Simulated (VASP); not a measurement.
A run of VASP 6.6.1 is set up as follows.

The input INCAR:

```
PREC = Accurate
ENCUT = 520
EDIFF = 1E-7
ISMEAR = 0
SIGMA = 0.05
LREAL = False
LASPH = True
NELM = 120
ALGO = Normal
ISIF = 2
LWAVE = False
LCHARG = False
GGA = PE
IBRION = 2
NSW = 70
EDIFFG = -0.02
GGA_COMPAT = False
NELMIN = 4
```

KPOINTS

```
Automatic mesh
0
Gamma
  4 4 4
```

The input POSCAR:

```
Mg8Se7
1.0
   -5.5089473509     -5.5089473509      0.0000000000
   -5.5089473509      0.0000000000     -5.5089473509
    0.0000000000     -5.5089473509     -5.5089473509
Mg Se
8 7
Direct
    0.5000000000      0.5000000000      0.0000000000
    1.0000000000      0.5000000000      0.0000000000
    0.5000000000      1.0000000000      0.0000000000
    1.0000000000      1.0000000000      0.0000000000
    0.5000000000      0.5000000000      0.5000000000
    1.0000000000      0.5000000000      0.5000000000
    0.5000000000      1.0000000000      0.5000000000
    1.0000000000      1.0000000000      0.5000000000
    0.7500000000      0.2500000000      0.2500000000
    0.2500000000      0.7500000000      0.2500000000
    0.7500000000      0.7500000000      0.2500000000
    0.2500000000      0.2500000000      0.7500000000
    0.7500000000      0.2500000000      0.7500000000
    0.2500000000      0.7500000000      0.7500000000
    0.7500000000      0.7500000000      0.7500000000
```

Potentials or basis: VASP PAW PBE potentials, release 64 (Mg, Se).

Run with:

```bash
$ cat potpaw_PBE.64/Mg/POTCAR potpaw_PBE.64/Se/POTCAR > POTCAR
$ mpirun -np 1 vasp_std > vasp.out
```

(1) Predict the band gap on the k mesh.

(2) What does it give for the energy gained by relaxing?

Answers

(1) 0.02 eV.

(2) 1.0 meV/atom.

Caveat: the cell differs from its parent crystal (atoms taken out).
